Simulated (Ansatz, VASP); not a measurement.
BPd4: VASP beside Ansatz

```
Pd B
1.0
     2.89203    0.00000    0.00000
     0.00000    4.36501    0.00000
     0.00000    0.00000    5.85632
Pd B
4 1
Cartesian
  1.4460 0.0000 1.1571
  0.0000 0.0000 3.6278
  0.0000 2.1825 1.9277
  1.4460 2.1825 5.0807
  1.4460 0.0000 5.0553
```

Alike in both runs: task band structure; functional BLYP; k mesh 7 × 5 × 4; occupations fermi-dirac, width 0.05 eV; no spin polarisation.

|  | VASP | Ansatz |
| --- | --- | --- |
| version | VASP 6.6.1 | Ansatz 0.2.0 |
| potentials or method | VASP PAW PBE potentials, release 64 (Pd, B) | Ansatz PAW |
| plane-wave cutoff (eV) | 520 | 420 |
| valence electrons in the cell | 43 | 75 |

```csv
,VASP,Ansatz,Ansatz less VASP
gap on the k mesh at the Fermi level (eV),none,none,-
pressure (GPa),7.8,7.2,-0.59
"traceless stress, the component that is largest in VASP (GPa)",-0.50,-0.73,-0.228
rms of the force components (eV/Å),0.066,0.088,+0.0215
```

VASP's potentials were made for PBE, not for BLYP. Atom by atom the forces differ by 0.027 eV/Å (rms over components). A gap of «none» marks a metal or a gap that the smearing closes. With one functional, cell and mesh, what is left measures potentials, basis and numerics. VASP's potentials hold 43 valence electrons a cell and Ansatz's 75, so a difference there can come from the potentials and not from the codes.
